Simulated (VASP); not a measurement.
**GaP: single point with PBEsol**

Crystal: GaP.

```
CELL_PARAMETERS angstrom
6.72878 0.00434 0.00265
5.63593 3.67598 0.00265
5.63593 1.67752 3.27090
ATOMIC_POSITIONS crystal
Ga 0.43577 0.43577 0.43577
Ga 0.56423 0.56423 0.56423
P 0.05783 0.05783 0.05783
P 0.94217 0.94217 0.94217
```

```
Program             : VASP 6.6.1
Task                : single point
Functional          : PBEsol
Potentials or basis : VASP PAW PBE potentials, release 64 (Ga_d, P)
Cutoff              : 520 eV
k mesh              : 6 × 6 × 6
Occupations         : gaussian, width 0.01 eV
Spin                : no spin polarisation
```

The pressure is 0.0 GPa and the largest force is 0.010 eV/Å. The band gap on the k mesh is 0.69 eV (least direct gap 1.14 eV).

Forces in eV/Å, atoms in the order of the input:
```
Ga   0.002  0.001  0.000
Ga  -0.002 -0.001  0.000
P   -0.010 -0.003 -0.002
P    0.010  0.003  0.002
```

Levels at points of the mesh, in eV from the valence-band top:
```csv
k point,band 16,band 17,band 18,band 19,band 20,band 21
"(0.00, 0.00, 0.00)",-0.24,0.00,0.00,1.14,1.76,2.71
"(0.50, 0.00, 0.00)",-2.92,-2.82,-1.86,1.53,2.59,3.62
"(0.50, 0.50, 0.00)",-3.22,-1.28,-0.57,0.69,1.33,1.55
"(0.50, 0.50, 0.50)",-1.72,-0.27,-0.27,1.17,2.43,3.82
```

It took 120 s on 1 thread of Intel(R) Xeon(R) Platinum 8488C (Sapphire Rapids) (shared host), peak memory 0.37 GiB.

Caveat: semilocal functionals underestimate gaps, and a narrow one can read as zero; the PAW data sets were made with another functional, which shifts forces and pressure a little. A k mesh can miss the band edges.
